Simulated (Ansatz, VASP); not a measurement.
## Two plane-wave programs on HfN

```
Hf N
1.0
     3.19047    0.00000    0.00000
    -1.59523    2.76302    0.00000
     0.00000    0.00000    7.81501
Hf N
3 3
Cartesian
  0.0000 0.0000 0.0000
  0.0000 1.8420 2.6050
  1.5952 0.9210 5.2100
  1.5952 0.9210 1.3025
  0.0000 0.0000 3.9075
  0.0000 1.8420 6.5125
```

Alike in both runs: task relaxation of cell and atoms; functional PBEsol; k mesh 12 × 12 × 6; occupations gaussian, width 0.1 eV; no spin polarisation.

|  | VASP | Ansatz |
| --- | --- | --- |
| version | VASP 6.6.1 | Ansatz 0.2.0 |
| potentials or method | VASP PAW PBE potentials, release 64 (Hf_pv, N), cutoff 600 eV | scalar-relativistic, plane waves, PAW |
| valence electrons in the cell | 45 | 93 |

```csv
,VASP,Ansatz,Ansatz less VASP
"gap on the k mesh at the Fermi level, each at its own relaxed structure (eV)",none,none,-
relaxed volume (Å³/atom),11.31,11.40,+0.089
```

VASP's potentials were made for PBE, not for PBEsol. A gap of «none» marks a metal or a gap that the smearing closes. VASP's potentials hold 45 valence electrons a cell and Ansatz's 93, so a difference there can come from the potentials and not from the codes.

Neither program's run includes spin-orbit coupling.
